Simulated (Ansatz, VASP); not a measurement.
**PbS in VASP and in Ansatz**

The input INCAR:

```
  PREC = Accurate
  ENCUT = 520
  EDIFF = 1E-6
  ISMEAR = -1
  SIGMA = 0.02
  LREAL = F
  LASPH = T
  NELM = 100
  ALGO = Normal
  ISIF = 2
  LWAVE = F
  LCHARG = F
  GGA = PE
  NBANDS = 17
```

The input KPOINTS:

```
Automatic mesh
0
Gamma
  6 6 6
```

File POSCAR:

```
PbS
1.0
    0.0000000000      3.2412298107      3.2412298107
    3.2412298107      0.0000000000      3.2412298107
    3.2412298107      3.2412298107      0.0000000000
Pb S
1 1
Direct
    0.0000000000      0.0000000000      0.0000000000
    0.2500000000      0.2500000000      0.2500000000
```

Input for Ansatz:

```yaml
crystal:
  lattice:
    - [0.0, 3.2412298107, 3.2412298107]
    - [3.2412298107, 0.0, 3.2412298107]
    - [3.2412298107, 3.2412298107, 0.0]
  atoms:
    - { symbol: Pb, position: [0.0, 0.0, 0.0] }
    - { symbol: S, position: [0.25, 0.25, 0.25] }
kpoints:
  mp_grid: { grid: [6, 6, 6] }
  band_path:
    path:
      - [0.0, 0.0, 0.0]
      - [-0.5, -0.5, 0.0]
      - [-0.375, -0.375, 0.25]
      - [-0.375, 0.0, 0.375]
      - [0.0, 0.0, 0.5]
      - [-0.5, -0.25, 0.25]
      - [0.25, -0.5, -0.25]
      - [0.0, 0.5, 0.5]
    npoints: 1
hamiltonian:
  xc: pbe
scf:
  occupations: { method: fermi_dirac, width: 0.02 }
  n_extra_bands: 4
output:
  forces: true
  stress: true
  eigenvalues: true
```

Change from the starting cell: hydrostatic strain -1.8%.

Alike in both runs: task single point; functional PBE; k mesh 6 × 6 × 6; occupations fermi-dirac, width 0.02 eV; no spin polarisation.

|  | VASP | Ansatz |
| --- | --- | --- |
| version | VASP 6.6.1 | Ansatz 0.2.0 |
| potentials or method | VASP PAW PBE potentials, release 64 (Pb_d, S) | plane waves, PAW |
| plane-wave cutoff (eV) | 520 | 420 |
| valence electrons in the cell | 20 | 20 |

VASP gave:

| Quantity | Value |
| --- | --- |
| gap on the k mesh at the Fermi level (eV) | 0.79 |
| pressure (GPa) | 3.0 |

Task: Which values does Ansatz return?

Result: gap on the k mesh at the Fermi level (eV): 0.78; pressure (GPa): 3.1.

The functional is the same, so the differences come from potentials, cutoffs and numerics.

Spin-orbit coupling is off throughout.
